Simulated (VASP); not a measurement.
A run of VASP 6.6.1 is set up as follows.

The input INCAR:

```
SYSTEM = Si
PREC = Accurate ; ENCUT = 520
EDIFF = 1E-6 ; ISMEAR = 1
SIGMA = 0.2 ; LREAL = .False.
LASPH = .True. ; NELM = 100
ALGO = Normal ; ISIF = 2
LWAVE = .False. ; LCHARG = .False.
NBANDS = 8
```

The input KPOINTS:

```
Automatic mesh
0
Gamma
  13 13 12
  0 0 0.5
```

Contents of POSCAR:

```
Si
1.0
    2.5270000000      0.0000000000      0.0000000000
   -1.2635000000      2.1884460000      0.0000000000
    0.0000000000      0.0000000000      2.3730000000
Si
1
Direct
    0.0000000000      0.0000000000      0.0000000000
```

Potentials or basis: VASP PAW LDA potentials, release 64 (Si).

The run is started by

```console
$ cat potpaw_LDA.64/Si/POTCAR > POTCAR
$ mpirun -np 1 vasp_std > vasp.out
```

**Question.** What does it give for the band gap on the k mesh?

**Answer.** Zero (band 2 reaches 17.65 eV, above the bottom of band 3 at 6.88 eV).

**Question.** Estimate the pressure.

**Answer.** 15.9 GPa.

Stress tensor (GPa, compression positive):
```
15.81  0.00  0.00
 0.00 15.81  0.00
 0.00  0.00 15.94
```
